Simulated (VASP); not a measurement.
# NbN in VASP: single point with PBE+D3(BJ)

Aim: the single point of NbN with PBE+D3(BJ).

All numbers are computed with VASP 6.6.1; they aren't measurements. Logs are shortened: lines on timing, memory, paths and dates and some standing lists are left out, and cuts for length are marked.

**1. The cell of the first run**

The cell holds a slab with vacuum, 24 atoms: a = 6.201 Å, b = 6.201 Å, c = 22.329 Å, α = 90.00°, β = 90.00°, γ = 120.00°.

**2. Single point, PBE+D3(BJ)**

Contents of INCAR:

```
SYSTEM = NbN
PREC = Accurate
ENCUT = 520
EDIFF = 1E-6
ISMEAR = 0
SIGMA = 0.1
LREAL = Auto
LASPH = .TRUE.
NELM = 100
ALGO = Normal
ISIF = 2
LWAVE = .FALSE.
LCHARG = .FALSE.
LDIPOL = .TRUE.
IDIPOL = 3
DIPOL = 0.5 0.5 0.499
GGA = PE
IVDW = 12
NBANDS = 126
```

Contents of KPOINTS:

```
regular mesh
0
G
  4 4 1
  0 0 0
```

Contents of POSCAR:

```
NbN
1.0
    6.2011598397      0.0000000000      0.0000000000
   -3.1005799199      5.3703619541      0.0000000000
    0.0000000000      0.0000000000     22.3290322587
Nb N
12 12
Direct
    0.1666666667      0.3333333333      0.3582779543
    0.1666666667      0.8333333333      0.3582779543
    0.6666666667      0.3333333333      0.3582779543
    0.6666666667      0.8333333333      0.3582779543
    0.5000000000      0.5000000000      0.4716555909
    0.5000000000      0.0000000000      0.4716555909
    0.0000000000      0.5000000000      0.4716555909
    0.0000000000      0.0000000000      0.4716555909
    0.8333333333      0.6666666667      0.5910507514
    0.8333333333      0.1666666667      0.5910507514
    0.3333333333      0.6666666667      0.5910507514
    0.3333333333      0.1666666667      0.5910507514
    0.3333333333      0.1666666667      0.4149667726
    0.3333333333      0.6666666667      0.4149667726
    0.8333333333      0.1666666667      0.4149667726
    0.8333333333      0.6666666667      0.4149667726
    0.6666666667      0.3333333333      0.5278743862
    0.6666666667      0.8333333333      0.5278743862
    0.1666666667      0.3333333333      0.5278743862
    0.1666666667      0.8333333333      0.5278743862
    0.0000000000      0.5000000000      0.6317146047
    0.0000000000      0.0000000000      0.6317146047
    0.5000000000      0.5000000000      0.6317146047
    0.5000000000      0.0000000000      0.6317146047
```

Potentials or basis: VASP PAW PBE potentials, release 64 (Nb_sv, N).

Started as:

```bash
cat potpaw_PBE.64/Nb_sv/POTCAR potpaw_PBE.64/N/POTCAR > POTCAR
mpirun -np 1 vasp_std > vasp.out
```

OUTCAR:

```text
SYSTEM = NbN
   PREC = Accurate
   ENCUT = 520
   EDIFF = 1E-6
   ISMEAR = 0
   LREAL = Auto
   LASPH = .TRUE.
   NELM = 100
   ISIF = 2
   GGA = PE
   IVDW = 12
 IVDW          = 12

 ion  position               nearest neighbor table
   1  0.167  0.333  0.358-  13 2.19  15 2.19  14 2.19
   2  0.167  0.833  0.358-  14 2.19  16 2.19  13 2.19
   3  0.667  0.333  0.358-  15 2.19  13 2.19  16 2.19
   4  0.667  0.833  0.358-  16 2.19  14 2.19  15 2.19
   5  0.500  0.500  0.472-  19 2.19  18 2.19  17 2.19  16 2.19  13 2.19  14 2.19
   6  0.500  0.000  0.472-  20 2.19  17 2.19  18 2.19  15 2.19  14 2.19  13 2.19
   7  0.000  0.500  0.472-  17 2.19  20 2.19  19 2.19  14 2.19  15 2.19  16 2.19
   8  0.000  0.000  0.472-  18 2.19  19 2.19  20 2.19  13 2.19  16 2.19  15 2.19
   9  0.833  0.667  0.591-  23 2.01  22 2.01  21 2.01  18 2.28  20 2.28  17 2.28
  10  0.833  0.167  0.591-  24 2.01  21 2.01  22 2.01  17 2.28  19 2.28  18 2.28
[... 8 lines left out ...]
  19  0.167  0.333  0.528-   5 2.19   8 2.19   7 2.19  12 2.28  10 2.28  11 2.28
  20  0.167  0.833  0.528-   6 2.19   7 2.19   8 2.19  11 2.28   9 2.28  12 2.28
  21  0.000  0.500  0.632-  11 2.01  10 2.01   9 2.01
  22  0.000  0.000  0.632-  12 2.01   9 2.01  10 2.01
  23  0.500  0.500  0.632-   9 2.01  12 2.01  11 2.01
  24  0.500  0.000  0.632-  10 2.01  11 2.01  12 2.01

  LATTYP: Found a hexagonal cell.
 ALAT       =     6.2011598397
 C/A-ratio  =     3.6007832141

  Lattice vectors:

 A1 = (   6.2011598397,   0.0000000000,   0.0000000000)
 A2 = (  -3.1005799199,   5.3703619541,   0.0000000000)
 A3 = (   0.0000000000,   0.0000000000,  22.3290322587)

Analysis of symmetry for initial positions (statically):
=====================================================================
 Subroutine PRICEL returns following result:

  LATTYP: Found a hexagonal cell.
 ALAT       =     3.1005799198
 C/A-ratio  =     7.2015664282

  Lattice vectors:

 A1 = (   3.1005799198,   0.0000000000,   0.0000000000)
 A2 = (  -1.5502899599,   2.6851809770,   0.0000000000)
 A3 = (   0.0000000000,   0.0000000000,  22.3290322587)

   4 primitive cells build up your supercell.

 Routine SETGRP: Setting up the symmetry group for a
 hexagonal supercell.

 Subroutine GETGRP returns: Found  6 space group operations
 (whereof  6 operations were pure point group operations)
 out of a pool of 24 trial point group operations.

The static configuration has the point symmetry C_3v.

Analysis of symmetry for dynamics (positions and initial velocities):
=====================================================================
 Subroutine PRICEL returns following result:

  LATTYP: Found a hexagonal cell.
 ALAT       =     3.1005799198
 C/A-ratio  =     7.2015664282

  Lattice vectors:

 A1 = (   3.1005799198,   0.0000000000,   0.0000000000)
 A2 = (  -1.5502899599,   2.6851809770,   0.0000000000)
 A3 = (   0.0000000000,   0.0000000000,  22.3290322587)

   4 primitive cells build up your supercell.

 Routine SETGRP: Setting up the symmetry group for a
 hexagonal supercell.

 Subroutine GETGRP returns: Found  6 space group operations
 (whereof  6 operations were pure point group operations)
 out of a pool of 24 trial point group operations.

The dynamic configuration has the point symmetry C_3v.

 Subroutine INISYM returns: Found  6 space group operations
 (whereof  6 operations are pure point group operations),
 and found     4 'primitive' translations

----------------------------------------------------------------------------------------

                                     Primitive cell

  volume of cell :     185.9030

  direct lattice vectors                    reciprocal lattice vectors
     3.100579920  0.000000000  0.000000000     0.322520311  0.186207188  0.000000000
    -1.550289960  2.685180977  0.000000000     0.000000000  0.372414377  0.000000000
     0.000000000  0.000000000 22.329032259     0.000000000  0.000000000  0.044784744

  length of vectors
     3.100579920  3.100579920 22.329032259     0.372414377  0.372414377  0.044784744

  position of ions in fractional coordinates (direct lattice)
     0.333333333  0.666666667  0.358277954
     0.000000000  0.000000000  0.471655591
     0.666666667  0.333333333  0.591050751
     0.666666667  0.333333333  0.414966773
     0.333333333  0.666666667  0.527874386
     0.000000000  0.000000000  0.631714605

  ion indices of the primitive-cell ions
   primitive index   ion index
                 1           1
                 2           7
                 3          12
                 4          13
                 5          19
                 6          21

----------------------------------------------------------------------------------------

 KPOINTS: regular mesh

Automatic generation of k-mesh.
 Grid dimensions read from file:
 generate k-points for:    4    4    1

 Generating k-lattice:

  Cartesian coordinates                     Fractional coordinates (reciprocal lattice)
     0.040315039  0.023275899  0.000000000     0.250000000  0.000000000  0.000000000
     0.000000000  0.046551797  0.000000000     0.000000000  0.250000000  0.000000000
     0.000000000  0.000000000  0.044784744     0.000000000  0.000000000  1.000000000

  Length of vectors
     0.046551797  0.046551797  0.044784744

  Shift w.r.t. Gamma in fractional coordinates (k-lattice)
     0.000000000  0.000000000  0.000000000

 Subroutine IBZKPT returns following result:
 ===========================================

 Found      4 irreducible k-points:

 Following reciprocal coordinates:
            Coordinates               Weight
  0.000000  0.000000  0.000000      1.000000
  0.250000  0.000000  0.000000      6.000000
  0.500000  0.000000  0.000000      3.000000
  0.250000  0.250000  0.000000      6.000000
   k-points           NKPTS =      4   k-points in BZ     NKDIM =      4   number of bands    NBANDS=    126
   number of dos      NEDOS =    301   number of ions     NIONS =     24
   total plane-waves  NPLWV = 387072
   dimension x,y,z NGX =    48 NGY =   48 NGZ =  168
   dimension x,y,z NGXF=    96 NGYF=   96 NGZF=  336
   ions per type =              12  12
   NGX,Y,Z   is equivalent  to a cutoff of  12.87, 12.87, 12.51 a.u.
   NGXF,Y,Z  is equivalent  to a cutoff of  25.74, 25.74, 25.02 a.u.
 SYSTEM =  NbN
   PREC   = accura    normal or accurate (medium, high low for compatibility)
   ISTART =      0    job   : 0-new  1-cont  2-samecut
   ICHARG =      2    charge: 1-file 2-atom 10-const
   ISPIN  =      1    spin polarized calculation?
   LNONCOLLINEAR =      F non collinear calculations
   LSORBIT =      F    spin-orbit coupling
   LASPH  =      T    aspherical Exc in radial PAW
   ENCUT  =  520.0 eV  38.22 Ry    6.18 a.u.  11.53 11.53 41.52*2*pi/ulx,y,z
   NELM   =    100;   NELMIN=  2; NELMDL= -5     # of ELM steps
   EDIFF  = 0.1E-05   stopping-criterion for ELM
   LREAL  =      T    real-space projection
   EDIFFG = 0.1E-04   stopping-criterion for IOM
   NSW    =      0    number of steps for IOM
   IBRION =     -1    ionic relax: 0-MD 1-quasi-New 2-CG
   NFREE  =      0    steps in history (QN), initial steepest desc. (CG)
   ISIF   =      2    stress and relaxation
   ISYM   =      2    0-nonsym 1-usesym 2-fastsym
   POTIM  = 0.5000    time-step for ionic-motion
   TEBEG  =    0.0;   TEEND  =   0.0 temperature during run
   PSTRESS=    0.0 pullay stress
   NELECT =     216.0000    total number of electrons
   NUPDOWN=      -1.0000    fix difference up-down
   EMIN   =  10.00;   EMAX   =-10.00  energy-range for DOS
   EFERMI =   0.00;   METHOD = LEGACY
   ISMEAR =     0;   SIGMA  =   0.10  broadening in eV -4-tet -1-fermi 0-gaus
   EFERMI_NEDOS =   21; number of points for ismear=-14 and -15
   IALGO  =     38    algorithm
   IMIX   =      4    mixing-type and parameters
     AMIX     =   0.40;   BMIX     =  1.00
     AMIX_MAG =   1.60;   BMIX_MAG =  1.00
  volume/ion in A,a.u.               =      30.98       209.09
  Fermi-wavevector in a.u.,A,eV,Ry     =   1.084203  2.048847 15.993597  1.175496
  Thomas-Fermi vector in A             =   2.220287
   LORBIT       =      0    0 simple, 1 ext, 2 COOP (PROOUT), +10 PAW based schemes
   GGA     = PE    functional components
   LHFCALC =     F    Hartree Fock is set to
   AEXX    =    0.0000 exact exchange contribution
   IVDW    =    12    specifies the selected vdW correction
   LEPSILON=     F    determine dielectric tensor
   LRPA    =     F    only Hartree local field effects (RPA)
 non-spin polarized calculation
 Gauss-broadening in eV      SIGMA  =   0.10
  energy-cutoff  :      520.00
  volume of cell :      743.61
 maximum number of plane-waves:     20034
 NGX is ok and might be reduce to    48
   NGX = 23   NGY = 23   NGZ = 83

 dipolmoment           0.000000      0.000000     -0.116064 electrons x Angstroem

 number of electron     216.0000000 magnetization

 dipolmoment           0.000000      0.000000      0.157035 electrons x Angstroem

 Free energy of the ion-electron system (eV)
  ---------------------------------------------------
  ext. energy  EPLUGINS =         0.00000000
  ---------------------------------------------------
  free energy    TOTEN  =      -236.61868606 eV

  energy without entropy =     -236.51065850  energy(sigma->0) =     -236.56467228

 E-fermi :   1.2670     XC(G=0):  -5.5090

 val. band max:        1.2012168459   @ k =   0.5000   0.0000   0.0000
 cond. band min:       1.2678750684   @ k =   0.2500   0.0000   0.0000
 fundamental gap:      0.0666582226
 Fermi energy:         1.2670357568

 k-point     1 :       0.0000    0.0000    0.0000
  band No.  band energies     occupation
      1     -55.1348      2.00000
      2     -55.0389      2.00000
      3     -55.0357      2.00000
      4     -55.0357      2.00000
      5     -55.0357      2.00000
      6     -54.9483      2.00000
[... 112 lines left out ...]
    119       2.8239      0.00000
[... 368 lines left out ...]
    119       2.4544      0.00000
    120       2.5142      0.00000
 [bands above 120 left out]

------------------------ aborting loop because EDIFF is reached ----------------------------------------

 vacuum level on the upper side and lower side of the slab       (xc-potential included)         0.314        -0.487

 Edisp (eV)   -8.54039

 E8    (eV) :    -3.8399

  FORCE on cell =-STRESS in cart. coord.  units (eV):
  Direction    XX          YY          ZZ          XY          YZ          ZX
  --------------------------------------------------------------------------------------
  -------------------------------------------------------------------------------------
  Total      -7.82216    -7.82216    -3.62924     0.00000    -0.00000    -0.00000
  in kB     -16.85353   -16.85353    -7.81952     0.00000    -0.00000    -0.00000
  external pressure =      -13.84 kB  Pullay stress =        0.00 kB

 VOLUME and BASIS-vectors are now :
 -----------------------------------------------------------------------------
  energy-cutoff  :      520.00
  volume of cell :      743.61
      direct lattice vectors                 reciprocal lattice vectors
     6.201159840  0.000000000  0.000000000     0.161260155  0.093103594  0.000000000
    -3.100579920  5.370361954  0.000000000     0.000000000  0.186207188  0.000000000
     0.000000000  0.000000000 22.329032259     0.000000000  0.000000000  0.044784744

 POSITION                                       TOTAL-FORCE (eV/Angst)
 -----------------------------------------------------------------------------------
      0.00000      1.79012      8.00000        -0.000000      0.000000      0.872556
     -1.55029      4.47530      8.00000        -0.000000      0.000000      0.872556
      3.10058      1.79012      8.00000        -0.000000      0.000000      0.872556
      1.55029      4.47530      8.00000        -0.000000      0.000000      0.872556
      1.55029      2.68518     10.53161        -0.000000     -0.000000      0.301113
      3.10058      0.00000     10.53161        -0.000000     -0.000000      0.301113
[... 16 lines left out ...]
      1.55029      2.68518     14.10558        -0.000000     -0.000000     -0.018605
      3.10058      0.00000     14.10558        -0.000000     -0.000000     -0.018605
 -----------------------------------------------------------------------------------
    total drift:                                0.000000      0.000000     -0.006727

  FREE ENERGIE OF THE ION-ELECTRON SYSTEM (eV)
  ---------------------------------------------------
  free  energy   TOTEN  =      -245.1590715113 eV

  energy  without entropy=     -245.0510439508  energy(sigma->0) =     -245.10505773

 vacuum level on the upper side and lower side of the slab         6.859         6.021
```

Wall time 36 min (1 thread of Intel Xeon Platinum 8375C at 2.90GHz (Ice Lake), shared host); peak memory 0.87 GiB.

What came out:

```yaml
Free_energy: -245.1591 eV
Largest_force: 1.153 eV/Å
Band_gap_on_the_k_mesh: zero (bands 108 and 109 overlap by 0.08 eV)
Dispersion_energy_per_atom: -0.356 eV
```

Forces on the atoms (eV/Å):
```
Nb   0.000  0.000  0.873
Nb   0.000  0.000  0.873
Nb   0.000  0.000  0.873
Nb   0.000  0.000  0.873
Nb   0.000  0.000  0.301
Nb   0.000  0.000  0.301
Nb   0.000  0.000  0.301
Nb   0.000  0.000  0.301
Nb   0.000  0.000  0.005
Nb   0.000  0.000  0.005
Nb   0.000  0.000  0.005
Nb   0.000  0.000  0.005
N    0.000  0.000 -1.153
N    0.000  0.000 -1.153
N    0.000  0.000 -1.153
N    0.000  0.000 -1.153
N    0.000  0.000 -0.007
N    0.000  0.000 -0.007
N    0.000  0.000 -0.007
N    0.000  0.000 -0.007
N    0.000  0.000 -0.019
N    0.000  0.000 -0.019
N    0.000  0.000 -0.019
N    0.000  0.000 -0.019
```
